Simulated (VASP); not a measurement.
# Cu3O2 (Immm) in VASP: single point with PBEsol

Aim: the single point of Cu3O2 with PBEsol.

Everything below comes from runs of VASP 6.6.1. Logs are shortened: lines on timing, memory, paths and dates and some standing lists are left out, and cuts for length are marked.

### 1 The cell of the first run

Symmetry: Immm, No. 71, orthorhombic system. The conventional cell has a = 3.930 Å, b = 4.009 Å, c = 7.261 Å, α = 90.00°, β = 90.00°, γ = 90.00°. Within 2.4 Å of Cu (site symmetry mm2) lie 2 O at 1.82 Å. Within 2.8 Å of Cu (site symmetry mmm) lie 4 O at 1.96 to 2.00 Å and 8 Cu at 2.68 to 2.70 Å. O (site symmetry mmm) has 4 Cu at 1.82 to 2.00 Å within 2.4 Å. Within 2.4 Å of O (site symmetry mmm) lie 4 Cu at 1.82 to 1.96 Å.

### 2 Single point, PBEsol (strain +0.0100 x Voigt [1, -1, 0, 0, 0, 0])

File INCAR:

```
PREC = Accurate
ENCUT = 520
EDIFF = 1E-6
ISMEAR = 0
SIGMA = 0.15
LREAL = F
LASPH = T
NELM = 80
ALGO = Normal
ISIF = 2
LWAVE = F
LCHARG = T
GGA = PS
LELF = T
LVHAR = T
NBANDS = 30
```

File KPOINTS:

```
regular mesh
0
Gamma
  16 16 16
```

File POSCAR:

```
Cu3O2
1.0
   -2.0045329096      1.9648391886      3.6304514900
    2.0045329096     -1.9648391886      3.6304514900
    2.0045329096      1.9648391886     -3.6304514900
Cu O
3 2
Direct
    0.2500000000      0.7500000000      0.5000000000
    0.7500000000      0.2500000000      0.5000000000
    0.0000000000      0.0000000000      0.0000000000
    0.0000000000      0.5000000000      0.5000000000
    0.5000000000      0.0000000000      0.5000000000
```

Potentials or basis: VASP PAW PBE potentials, release 64 (Cu, O).

The run is started by

```
$ cat potpaw_PBE.64/Cu/POTCAR potpaw_PBE.64/O/POTCAR > POTCAR
$ mpirun -np 1 vasp_std > vasp.out
```

OUTCAR:

```text
PREC = Accurate
   ENCUT = 520
   EDIFF = 1E-6
   ISMEAR = 0
   LREAL = F
   LASPH = T
   NELM = 80
   ISIF = 2
   GGA = PS

 ion  position               nearest neighbor table
   1  0.250  0.750  0.500-   4 1.82   5 1.82   3 2.68   3 2.68   3 2.70   3 2.70
   2  0.750  0.250  0.500-   4 1.82   5 1.82   3 2.68   3 2.68   3 2.70   3 2.70
   3  0.000  0.000  0.000-   5 1.96   5 1.96   4 2.00   4 2.00   2 2.68   2 2.68   1 2.68   1 2.68
                             2 2.70   2 2.70   1 2.70   1 2.70
   4  0.000  0.500  0.500-   1 1.82   2 1.82   3 2.00   3 2.00
   5  0.500  0.000  0.500-   1 1.82   2 1.82   3 1.96   3 1.96

  LATTYP: Found a body centered orthorhombic cell.
 ALAT       =     3.9296783772
 B/A-ratio  =     1.0202020202
 C/A-ratio  =     1.8477092228

  Lattice vectors:

 A1 = (   2.0045329096,  -1.9648391886,  -3.6304514900)
 A2 = (  -2.0045329096,   1.9648391886,  -3.6304514900)
 A3 = (   2.0045329096,   1.9648391886,   3.6304514900)

Analysis of symmetry for initial positions (statically):
=====================================================================
 Subroutine PRICEL returns:
 Original cell was already a primitive cell.

 Routine SETGRP: Setting up the symmetry group for a
 body centered orthorhombic supercell.

 Subroutine GETGRP returns: Found  8 space group operations
 (whereof  8 operations were pure point group operations)
 out of a pool of  8 trial point group operations.

The static configuration has the point symmetry D_2h.

Analysis of symmetry for dynamics (positions and initial velocities):
=====================================================================
 Subroutine PRICEL returns:
 Original cell was already a primitive cell.

 Routine SETGRP: Setting up the symmetry group for a
 body centered orthorhombic supercell.

 Subroutine GETGRP returns: Found  8 space group operations
 (whereof  8 operations were pure point group operations)
 out of a pool of  8 trial point group operations.

The dynamic configuration has the point symmetry D_2h.

 Subroutine INISYM returns: Found  8 space group operations
 (whereof  8 operations are pure point group operations),
 and found     1 'primitive' translations

----------------------------------------------------------------------------------------

                                     Primitive cell

  volume of cell :      57.1954

  direct lattice vectors                    reciprocal lattice vectors
    -2.004532910  1.964839189  3.630451490     0.000000000  0.254473752  0.137723917
     2.004532910 -1.964839189  3.630451490     0.249434668  0.000000000  0.137723917
     2.004532910  1.964839189 -3.630451490     0.249434668  0.254473752  0.000000000

  length of vectors
     4.589000244  4.589000244  4.589000244     0.289352324  0.284930747  0.356334876

  position of ions in fractional coordinates (direct lattice)
     0.250000000  0.750000000  0.500000000
     0.750000000  0.250000000  0.500000000
     0.000000000  0.000000000  0.000000000
     0.000000000  0.500000000  0.500000000
     0.500000000  0.000000000  0.500000000

  ion indices of the primitive-cell ions
   primitive index   ion index
                 1           1
                 2           2
                 3           3
                 4           4
                 5           5

----------------------------------------------------------------------------------------

 KPOINTS: regular mesh

Automatic generation of k-mesh.
 Grid dimensions read from file:
 generate k-points for:   16   16   16

 Generating k-lattice:

  Cartesian coordinates                     Fractional coordinates (reciprocal lattice)
     0.000000000  0.015904609  0.008607745     0.062500000 -0.000000000  0.000000000
     0.015589667  0.000000000  0.008607745     0.000000000  0.062500000 -0.000000000
     0.015589667  0.015904609  0.000000000     0.000000000 -0.000000000  0.062500000

  Length of vectors
     0.018084520  0.017808172  0.022270930

  Shift w.r.t. Gamma in fractional coordinates (k-lattice)
     0.000000000  0.000000000  0.000000000

 Subroutine IBZKPT returns following result:
 ===========================================

 Found    621 irreducible k-points:

 Following reciprocal coordinates:
            Coordinates               Weight
  0.000000  0.000000  0.000000      1.000000
  0.062500  0.000000 -0.000000      4.000000
  0.125000  0.000000 -0.000000      4.000000
  0.187500  0.000000 -0.000000      4.000000
  0.250000  0.000000 -0.000000      4.000000
  0.312500  0.000000  0.000000      4.000000
[... 16 lines left out ...]
 -0.187500  0.062500  0.000000      8.000000
 -0.125000  0.062500  0.000000      8.000000
 [... further k-points ...]
   k-points           NKPTS =    621   k-points in BZ     NKDIM =    621   number of bands    NBANDS=     30
   number of dos      NEDOS =    301   number of ions     NIONS =      5
   total plane-waves  NPLWV =  46656
   dimension x,y,z NGX =    36 NGY =   36 NGZ =   36
   dimension x,y,z NGXF=    72 NGYF=   72 NGZF=   72
   ions per type =               3   2
   NGX,Y,Z   is equivalent  to a cutoff of  13.04, 13.04, 13.04 a.u.
   NGXF,Y,Z  is equivalent  to a cutoff of  26.08, 26.08, 26.08 a.u.
 SYSTEM =  unknown system
   PREC   = accura    normal or accurate (medium, high low for compatibility)
   ISTART =      0    job   : 0-new  1-cont  2-samecut
   ICHARG =      2    charge: 1-file 2-atom 10-const
   ISPIN  =      1    spin polarized calculation?
   LNONCOLLINEAR =      F non collinear calculations
   LSORBIT =      F    spin-orbit coupling
   LASPH  =      T    aspherical Exc in radial PAW
   ENCUT  =  520.0 eV  38.22 Ry    6.18 a.u.   8.53  8.53  8.53*2*pi/ulx,y,z
   NELM   =     80;   NELMIN=  2; NELMDL= -5     # of ELM steps
   EDIFF  = 0.1E-05   stopping-criterion for ELM
   LREAL  =      F    real-space projection
   EDIFFG = 0.1E-04   stopping-criterion for IOM
   NSW    =      0    number of steps for IOM
   IBRION =     -1    ionic relax: 0-MD 1-quasi-New 2-CG
   NFREE  =      0    steps in history (QN), initial steepest desc. (CG)
   ISIF   =      2    stress and relaxation
   ISYM   =      2    0-nonsym 1-usesym 2-fastsym
   POTIM  = 0.5000    time-step for ionic-motion
   TEBEG  =    0.0;   TEEND  =   0.0 temperature during run
   PSTRESS=    0.0 pullay stress
   NELECT =      45.0000    total number of electrons
   NUPDOWN=      -1.0000    fix difference up-down
   EMIN   =  10.00;   EMAX   =-10.00  energy-range for DOS
   EFERMI =   0.00;   METHOD = LEGACY
   ISMEAR =     0;   SIGMA  =   0.15  broadening in eV -4-tet -1-fermi 0-gaus
   EFERMI_NEDOS =   21; number of points for ismear=-14 and -15
   IALGO  =     38    algorithm
   IMIX   =      4    mixing-type and parameters
     AMIX     =   0.40;   BMIX     =  1.00
     AMIX_MAG =   1.60;   BMIX_MAG =  1.00
  volume/ion in A,a.u.               =      11.44        77.19
  Fermi-wavevector in a.u.,A,eV,Ry     =   1.511328  2.855996 31.077234  2.284112
  Thomas-Fermi vector in A             =   2.621400
   LORBIT       =      0    0 simple, 1 ext, 2 COOP (PROOUT), +10 PAW based schemes
   GGA     = PS    functional components
   LHFCALC =     F    Hartree Fock is set to
   AEXX    =    0.0000 exact exchange contribution
   IVDW    =     0    specifies the selected vdW correction
   LEPSILON=     F    determine dielectric tensor
   LRPA    =     F    only Hartree local field effects (RPA)
 non-spin polarized calculation
 Gauss-broadening in eV      SIGMA  =   0.15
  energy-cutoff  :      520.00
  volume of cell :       57.20
 maximum number of plane-waves:      1576
 NGX is ok and might be reduce to    36
   NGX = 17   NGY = 17   NGZ = 17

 number of electron      44.9999997 magnetization

 Free energy of the ion-electron system (eV)
  ---------------------------------------------------
  ext. energy  EPLUGINS =         0.00000000
  ---------------------------------------------------
  free energy    TOTEN  =       -24.98955261 eV

  energy without entropy =      -24.96869466  energy(sigma->0) =      -24.97912364

 E-fermi :   4.8008     XC(G=0): -11.6960

 val. band max:        4.8005790304   @ k =  -0.3125   0.3750   0.1875
 cond. band min:       4.8025201011   @ k =  -0.3125   0.1875   0.0625
 fundamental gap:      0.0019410707
 Fermi energy:         4.8008476029

 k-point     1 :       0.0000    0.0000    0.0000
  band No.  band energies     occupation
      1     -14.6705      2.00000
      2     -13.2702      2.00000
      3      -2.1184      2.00000
      4      -1.1478      2.00000
      5      -1.1341      2.00000
      6      -0.5271      2.00000
[... 22 lines left out ...]
     29      15.7303      0.00000
     30      15.9636      0.00000

 k-point     2 :       0.0625    0.0000   -0.0000
  band No.  band energies     occupation
      1     -14.6543      2.00000
      2     -13.2801      2.00000
      3      -2.1130      2.00000
      4      -1.1898      2.00000
      5      -1.1183      2.00000
      6      -0.5826      2.00000
[... 22 lines left out ...]
     29      15.4914      0.00000
     30      16.3117      0.00000

 k-point     3 :       0.1250    0.0000   -0.0000
  band No.  band energies     occupation
      1     -14.6065      2.00000
      2     -13.3102      2.00000
      3      -2.0969      2.00000
      4      -1.3085      2.00000
      5      -1.0712      2.00000
      6      -0.7087      2.00000
[... 22 lines left out ...]
     29      15.3240      0.00000
     30      16.7833      0.00000

 k-point     4 :       0.1875    0.0000   -0.0000
  band No.  band energies     occupation
      1     -14.5296      2.00000
      2     -13.3604      2.00000
      3      -2.0700      2.00000
      4      -1.4837      2.00000
      5      -0.9940      2.00000
      6      -0.8646      2.00000
[... 616 lines left out ...]
     29      15.5507      0.00000
     30      15.9239      0.00000

 k-point    23 :      -0.1875    0.0625    0.0000
  band No.  band energies     occupation
      1     -14.5375      2.00000
      2     -13.3453      2.00000
      3      -2.1693      2.00000
      4      -1.5156      2.00000
      5      -1.0266      2.00000
      6      -0.6828      2.00000
[... 22 lines left out ...]
     29      15.6938      0.00000
     30      16.2689      0.00000

 k-point    24 :      -0.1250    0.0625    0.0000
  band No.  band energies     occupation
      1     -14.6068      2.00000
      2     -13.3035      2.00000
      3      -2.1631      2.00000
      4      -1.3383      2.00000
      5      -1.0907      2.00000
      6      -0.5730      2.00000
[... 22 lines left out ...]
     29      15.7190      0.00000
     30      16.4202      0.00000

 [... further k-points ...]

------------------------ aborting loop because EDIFF is reached ----------------------------------------

  FORCE on cell =-STRESS in cart. coord.  units (eV):
  Direction    XX          YY          ZZ          XY          YZ          ZX
  --------------------------------------------------------------------------------------
  -------------------------------------------------------------------------------------
  Total       -0.1066647      0.5349456      0.6100870      0.0000000      0.0000000      0.0000000
  in kB       -2.9879315     14.9850896     17.0899791      0.0000000      0.0000000      0.0000000
  external PRESSURE =       9.6957124 kB  Pullay stress =       0.0000000 kB

 VOLUME and BASIS-vectors are now :
 -----------------------------------------------------------------------------
  energy-cutoff  :      520.00
  volume of cell :       57.20
      direct lattice vectors                 reciprocal lattice vectors
    -2.004532910  1.964839189  3.630451490     0.000000000  0.254473752  0.137723917
     2.004532910 -1.964839189  3.630451490     0.249434668  0.000000000  0.137723917
     2.004532910  1.964839189 -3.630451490     0.249434668  0.254473752  0.000000000

 POSITION                                       TOTAL-FORCE (eV/Angst)
 -----------------------------------------------------------------------------------
      2.00453      0.00000      1.81523        -0.000000      0.000000     -0.100950
      0.00000      1.96484      1.81523        -0.000000     -0.000000      0.100950
      0.00000      0.00000      0.00000         0.000000     -0.000000      0.000000
      2.00453      0.00000      0.00000         0.000000     -0.000000      0.000000
      0.00000      1.96484      0.00000         0.000000     -0.000000     -0.000000
 -----------------------------------------------------------------------------------
    total drift:                                0.000000      0.000000      0.000000

  FREE ENERGIE OF THE ION-ELECTRON SYSTEM (eV)
  ---------------------------------------------------
  free  energy   TOTEN  =       -24.9895526131 eV

  energy  without entropy=      -24.9686946637  energy(sigma->0) =      -24.97912364
```

It took 49 min on 1 thread of Intel Xeon 8259CL, shared host; peak memory 0.87 GiB.

Results:

| Property | Result |
| --- | --- |
| Free energy | -24.9896 eV |
| Pressure | 1.0 GPa |
| Largest force | 0.101 eV/Å |
| Band gap on the k mesh | zero (an odd number of electrons rules out a gap without spin polarisation) |

Forces in eV/Å, atoms in the order of the input:
```
Cu   0.000  0.000 -0.101
Cu   0.000  0.000  0.101
Cu   0.000  0.000  0.000
O    0.000  0.000  0.000
O    0.000  0.000  0.000
```

Stress tensor (GPa, compression positive):
```
-0.30  0.00  0.00
 0.00  1.50  0.00
 0.00  0.00  1.71
```

Levels at points of the mesh, in eV from the Fermi level:
```
           k point  band 20  band 21  band 22  band 23  band 24  band 25  band 26  band 27
(0.00, 0.00, 0.00)    -1.55    -0.90    -0.86     0.41     0.51     4.98     5.30     7.11
(0.50, 0.00, 0.00)    -1.36    -0.98    -0.61    -0.22     2.84     3.31     8.12     8.37
(0.00, 0.50, 0.00)    -1.40    -1.01    -0.62    -0.22     2.84     3.26     8.33     8.41
(0.50, 0.50, 0.00)    -0.53    -0.48    -0.24     0.28     1.36     3.63     3.75     7.82
(0.50, 0.50, 0.50)    -1.55    -1.33    -0.37    -0.35     3.46     4.75     6.20     6.50
```

Caveat: the cell differs from its parent crystal (strain +0.0100 x Voigt [1, -1, 0, 0, 0, 0]); the PAW data sets were made with another functional, which shifts forces and pressure a little.
